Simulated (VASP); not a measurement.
SiS2:

```
CELL_PARAMETERS angstrom
-3.51489 6.30309 2.83143
3.51489 -6.30309 2.83143
3.51489 6.30309 -2.83143
ATOMIC_POSITIONS crystal
Si 0.75000 0.75000 0.00000
Si 0.25000 0.25000 0.00000
S 0.90752 0.83418 0.74170
S 0.09248 0.16582 0.25830
S 0.40752 0.66582 0.07333
S 0.59248 0.33418 0.92667
```

- Program: VASP 6.6.1
- Task: relaxation of shape and atoms at fixed volume
- Functional: RPBE
- Potentials or basis: VASP PAW PBE potentials, release 64 (Si, S)
- Cutoff: 500 eV
- k mesh: 6 × 6 × 6
- Occupations: gaussian, width 0.05 eV
- Spin: no spin polarisation

At the start: pressure -1.0 GPa; volume 41.82 Å³/atom.

**Question.** Where does the relaxation end?

**Answer.** Over 5 steps the energy falls by 2.9 meV/atom; space group Ibam (No. 72, to 0.1 Å) before and after.

Step by step:
```csv
step,energy change (eV),largest force (eV/Å),pressure (GPa),volume (Å³)
1,0.0000,0.3586,-0.95,250.92
2,-0.0161,0.0352,-0.23,250.92
3,-0.0165,0.0240,-0.10,250.92
4,-0.0173,0.0059,-0.07,250.92
5,-0.0174,0.0007,-0.06,250.92
```

Final structure:
```yaml
crystal:
  lattice:
    - [-3.52977, 6.32792, 2.80843]
    - [3.52977, -6.32792, 2.80843]
    - [3.52977, 6.32792, -2.80843]
  atoms:
    - { symbol: Si, position: [0.75000, 0.75000, 0.00000] }
    - { symbol: Si, position: [0.25000, 0.25000, 0.00000] }
    - { symbol: S, position: [0.90863, 0.83617, 0.74479] }
    - { symbol: S, position: [0.09137, 0.16383, 0.25521] }
    - { symbol: S, position: [0.40863, 0.66383, 0.07246] }
    - { symbol: S, position: [0.59137, 0.33617, 0.92754] }
```

Caveat: the PAW data sets were made with another functional, which shifts forces and pressure a little; this functional lacks dispersion, which binds layers or chains, so the pressure and a relaxed spacing across them are unreliable.
